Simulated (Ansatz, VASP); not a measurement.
## WSe2 in VASP and in Ansatz

The input INCAR:

```
SYSTEM = WSe2
ALGO = Normal ; EDIFF = 1E-8
ENCUT = 520 ; GGA = PE
ISIF = 2 ; ISMEAR = -1
LASPH = .TRUE. ; LCHARG = .FALSE.
LEFG = .TRUE. ; LREAL = .FALSE.
LWAVE = .FALSE. ; NBANDS = 35
NELM = 100 ; PREC = Accurate
SIGMA = 0.08
```

The input KPOINTS:

```
k-points
0
G
  11 11 3
  0 0 0
```

POSCAR

```
WSe2
1.0
    3.2899984505      0.0000000000      0.0000000000
   -1.6449992252      2.8492222365      0.0000000000
    0.0000000000      0.0000000000     12.8403000000
W Se
2 4
Direct
    0.3333333333      0.6666666667      0.2500000000
    0.6666666667      0.3333333333      0.7500000000
    0.3333333333      0.6666666667      0.6210000000
    0.6666666667      0.3333333333      0.1210000000
    0.3333333333      0.6666666667      0.8790000000
    0.6666666667      0.3333333333      0.3790000000
```

Input for Ansatz:

```yaml
crystal:
  lattice:
    - [3.2899984505, 0.0, 0.0]
    - [-1.6449992252, 2.8492222365, 0.0]
    - [0.0, 0.0, 12.8403]
  atoms:
    - { symbol: W, position: [0.3333333333, 0.6666666667, 0.25] }
    - { symbol: W, position: [0.6666666667, 0.3333333333, 0.75] }
    - { symbol: Se, position: [0.3333333333, 0.6666666667, 0.621] }
    - { symbol: Se, position: [0.6666666667, 0.3333333333, 0.121] }
    - { symbol: Se, position: [0.3333333333, 0.6666666667, 0.879] }
    - { symbol: Se, position: [0.6666666667, 0.3333333333, 0.379] }
kpoints:
  mp_grid: { grid: [11, 11, 3] }
scf:
  occupations: { method: fermi_dirac, width: 0.08 }
hamiltonian:
  xc: pbe
  pseudopotentials: { kind: paw }
output:
  forces: true
  stress: true
  eigenvalues: true
  efg: { contact_densities: true }
  write_density: true
  write_potential: true
  elf: true
  volumetric_format: npy
```

Change from the starting cell: zz strain of -1 %, PAW files.

Alike in both runs: task electric field gradients; functional PBE; k mesh 11 × 11 × 3; occupations fermi-dirac, width 0.08 eV; no spin polarisation.

```csv
,VASP,Ansatz
version,VASP 6.6.1,Ansatz 0.2.0
potentials or method,"VASP PAW PBE potentials, release 64 (W_sv, Se)","PAW with Ansatz's default frozen-core files, scalar-relativistic"
plane-wave cutoff (eV),520,420
valence electrons in the cell,52,92
```

VASP gave:

```
pressure (GPa)                                                : 5.7
traceless stress, the component that is largest in VASP (GPa) : 1.96
rms of the force components (eV/Å)                            : 0.239
size of Vzz on the site where it differs most (V/Å²)          : 160.9
```

Estimate Ansatz's values.

pressure (GPa): 5.4; traceless stress, the component that is largest in VASP (GPa): 1.87; rms of the force components (eV/Å): 0.215; size of Vzz on the site where it differs most (V/Å²): 180.6.

Atom by atom the forces differ by 0.024 eV/Å (rms over components). VASP's potentials hold 52 valence electrons a cell and Ansatz's 92, so a difference there can come from the potentials and not from the codes.

Neither program's run includes spin-orbit coupling.
